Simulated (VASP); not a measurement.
Write the native input for VASP 6.6.1 that does the following.

```
Task                   : single point
Functional             : PBEsol
Potentials or basis    : VASP PAW PBE potentials, release 64 (Zn, S)
Cutoff                 : 520 eV
k mesh                 : 8 × 8 × 5
Occupations            : fermi-dirac, width 0.03 eV
Spin                   : no spin polarisation
Dipole correction      : no
Further INCAR settings : ALGO = Normal; EDIFF = 1e-07; NBANDS = 26
```

The structure of ZnS lies in POSCAR:

```
ZnS
1.0
    3.7982528711      0.0000000000      0.0000000000
   -1.8991264355      3.2893834763      0.0000000000
    0.0000000000      0.0000000000      6.2131503459
Zn S
2 2
Direct
    0.3333333333      0.6666666667      0.0000000000
    0.6666666667      0.3333333333      0.5000000000
    0.3333333333      0.6666666667      0.3850000000
    0.6666666667      0.3333333333      0.8850000000
```

This cell differs from its parent crystal: volume scaled by 0.99.

One way to write it, as run:

INCAR

```
SYSTEM = ZnS
PREC = Accurate
ENCUT = 520
EDIFF = 1E-7
ISMEAR = -1
SIGMA = 0.03
LREAL = .FALSE.
LASPH = .TRUE.
NELM = 100
ALGO = Normal
ISIF = 2
LWAVE = .FALSE.
LCHARG = .FALSE.
GGA = PS
NBANDS = 26
```

KPOINTS

```
Automatic mesh
0
G
  8 8 5
  0 0 0
```

Potentials or basis: VASP PAW PBE potentials, release 64 (Zn, S).

Command:

```console
$ cat potpaw_PBE.64/Zn/POTCAR potpaw_PBE.64/S/POTCAR > POTCAR
$ mpirun -np 1 vasp_std > vasp.out
```

It gave:

The pressure is -0.3 GPa. The largest force is 0.321 eV/Å and the band gap on the k mesh is 2.16 eV, direct.

Caveat: the PAW data sets were made with another functional, which shifts forces and pressure a little.

Run time: 22 s on 1 thread of Intel(R) Xeon(R) 6975P-C (Granite Rapids), on a shared host, peak memory 0.2 GiB.
